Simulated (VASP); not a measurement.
**Au: single point with LDA**

The system is Au.

```
Au
1.0
     2.91920    0.00000    0.00000
    -1.45960    2.52811    0.00000
     0.00000    0.00000    4.91232
Au
2
Cartesian
  0.0000 1.6854 3.6842
  1.4596 0.8427 1.2281
```

This cell differs from its parent crystal: volume scaled by 1.02.

```json
{"Program": "VASP 6.6.1", "Task": "single point", "Functional": "LDA", "Potentials or basis": "VASP PAW LDA potentials, release 64 (Au)", "Cutoff": "520 eV", "k mesh": "14 × 14 × 8", "Occupations": "fermi-dirac, width 0.03 eV", "Spin": "no spin polarisation", "Dipole correction": "no", "Further INCAR settings": "ALGO = Normal; EDIFF = 1e-07; NBANDS = 18"}
```

| Property | Result |
| --- | --- |
| Pressure | -12.6 GPa |
| Band gap on the k mesh | zero (band 11 reaches 11.93 eV, above the bottom of band 12 at 5.73 eV) |

Stress tensor (GPa, compression positive):
```
-12.69   0.00   0.00
  0.00 -12.69   0.00
  0.00   0.00 -12.50
```

Levels at points of the mesh, in eV from the Fermi level:
```csv
k point,band 9,band 10,band 11,band 12,band 13,band 14
"(0.00, 0.00, 0.00)",-3.33,-2.09,-2.09,-0.89,2.37,14.63
"(0.50, 0.00, 0.00)",-1.81,-1.64,0.38,1.45,5.54,6.88
"(0.00, 0.00, 0.50)",-2.52,-2.52,-2.52,-2.52,10.18,10.18
"(0.50, 0.00, 0.50)",-1.71,-1.71,0.57,0.57,3.65,3.65
```

It took 62 s on 1 thread of Intel Xeon 8259CL, with other jobs on the host, peak memory 0.19 GiB.

Caveat: spin-orbit coupling is left out, which moves the levels of the heavy elements.
